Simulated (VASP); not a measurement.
Runs of VASP 6.6.1 on Ag. The structure is that of space group I4/mmm (No. 139), or close to it. The cells are those of the table. 

```csv
cell,gap on the mesh (eV),pressure (GPa)
"a = 2.832 Å, angles 111.7, 111.7, 105.1°, 1 atom",none,(b)
"a = 2.987 Å, angles 106.5, 106.5, 115.7°, 1 atom",none,-12.8
"a = 2.872 Å, angles 106.3, 106.3, 115.9°, 1 atom",none,-6.9
"a = 2.717 Å, angles 111.8, 111.8, 104.9°, 1 atom",none,12.5
"a = 2.946 Å, angles 111.6, 111.6, 105.3°, 1 atom",none,-11.5
"a = 2.800 Å, angles 114.1, 114.1, 100.6°, 1 atom",none,(a)
"a = 2.908 Å, angles 107.4, 107.4, 113.7°, 1 atom",none,-9.7
"a = 2.758 Å, angles 112.9, 112.9, 102.7°, 1 atom",none,6.0
```

Alike in all rows: task single point; level PBEsol; potentials or basis VASP PAW PBE potentials, release 64 (Ag); no spin polarisation; k mesh 20 × 20 × 20; cutoff (eV) 520; smearing gaussian 0.15 eV.

Question: Estimate the missing entries.

Answer: (a) 0.8; (b) -4.0.

Caveats: the PAW data sets were made with another functional, which shifts forces and pressure a little.

A k mesh can miss the band edges, and the runs leave out spin-orbit coupling on Ag.

A gap of «none» marks levels without a gap at the run's occupations.
